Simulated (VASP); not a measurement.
# NaLa: single point with LDA

NaLa:

```
La Na
1.0
     3.67698    0.00000    0.00000
    -1.83849    3.18436    0.00000
     0.00000    0.00000    6.61095
La Na
1 1
Direct
  0.00000 0.00000 0.50000
  0.66667 0.33333 0.00000
```

This cell differs from its parent crystal: volume scaled by 1.06.

* Program: VASP 6.6.1
* Task: single point
* Functional: LDA
* Potentials or basis: VASP PAW LDA potentials, release 64 (La, Na_pv)
* Cutoff: 520 eV
* k mesh: 9 × 9 × 4
* Occupations: gaussian, width 0.05 eV
* Spin: no spin polarisation
* Dipole correction: no
* Further INCAR settings: ALGO = Fast; EDIFF = 1e-06; NBANDS = 16

| Item | Value |
| --- | --- |
| Pressure | -2.8 GPa |
| Band gap on the k mesh | zero (band 9 reaches 3.87 eV, above the bottom of band 10 at 3.35 eV) |

Stress tensor (GPa, compression positive):
```
-3.09  0.00  0.00
 0.00 -3.09  0.00
 0.00  0.00 -2.22
```

Levels at points of the mesh, in eV from the Fermi level:
```tsv
k point	band 6	band 7	band 8	band 9	band 10	band 11	band 12	band 13
(0.00, 0.00, 0.00)	-16.10	-16.10	-3.21	-1.20	0.69	0.90	1.36	1.36
(0.00, 0.00, 0.50)	-16.10	-16.10	-2.37	-1.98	0.03	0.90	1.11	1.36
```

Run time: 58 s on 1 thread of AMD EPYC 9R45 96-Core Processor (Zen 5) (shared host), peak memory 0.17 GiB.

Caveat: spin-orbit coupling is left out, which moves the levels of the heavy elements.
